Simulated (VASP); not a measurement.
Here is a VASP 6.6.1 calculation.

Contents of INCAR:

```
SYSTEM = Li2TiO2
  ALGO = Normal
  EDIFF = 1E-6
  EDIFFG = -0.025
  ENCUT = 600
  GGA = PE
  IBRION = 2
  ISIF = 3
  ISMEAR = 0
  LASPH = .TRUE.
  LCHARG = .FALSE.
  LREAL = .FALSE.
  LWAVE = .FALSE.
  NELM = 80
  NSW = 80
  PREC = Accurate
  SIGMA = 0.2
```

File KPOINTS:

```
k-points
0
G
  6 6 4
  0 0 0
```

File POSCAR:

```
Li2TiO2
1.0
   -0.0463180698      3.7746708124     -0.0046511786
   -1.5719950236     -1.8753555405      4.6935321661
    5.9073170947     -0.0706858819     -0.1475659767
Li Ti O
4 2 4
Direct
    0.2718786436      0.5964277672      0.1730023556
    0.3448146266      0.6083666071      0.6620867549
    0.6875227413      0.3885915977      0.3515107511
    0.7198698040      0.4108467969      0.8185795795
    1.0251211874     -0.0151448148      0.5049807742
   -0.0178178045     -0.0067885851      0.0044893286
    0.8901507778      0.7293567921      0.1771115993
    0.8346401310      0.7096008963      0.6816026414
    0.0836383100      0.2780639100      0.3150239250
    0.1601815829      0.3006790326      0.8116122905
```

Potentials or basis: VASP PAW PBE potentials, release 64 (Li_sv, Ti_sv, O).

Run with:

```bash
$ cat potpaw_PBE.64/Li_sv/POTCAR potpaw_PBE.64/Ti_sv/POTCAR potpaw_PBE.64/O/POTCAR > POTCAR
$ mpirun -np 1 vasp_std > vasp.out
```

**Question.** What does it give for the relaxed cell?

**Answer.** a = 3.874 Å, b = 5.262 Å, c = 5.841 Å, α = 106.09°, β = 90.01°, γ = 111.61°.

**Question.** Estimate the space group after relaxing (to 0.1 Å).

**Answer.** Immm (No. 71).

**Question.** Estimate the band gap on the k mesh.

**Answer.** Zero (bands 30 and 31 overlap by 0.58 eV).

Forces on the atoms (eV/Å):
```
Li  -0.002  0.004  0.006
Li  -0.002 -0.001  0.001
Li   0.001 -0.001 -0.002
Li  -0.002  0.001 -0.004
Ti   0.009 -0.004 -0.008
Ti   0.003  0.001 -0.007
O   -0.004  0.001  0.001
O   -0.005  0.000  0.002
O    0.002 -0.002  0.004
O   -0.001  0.001  0.006
```
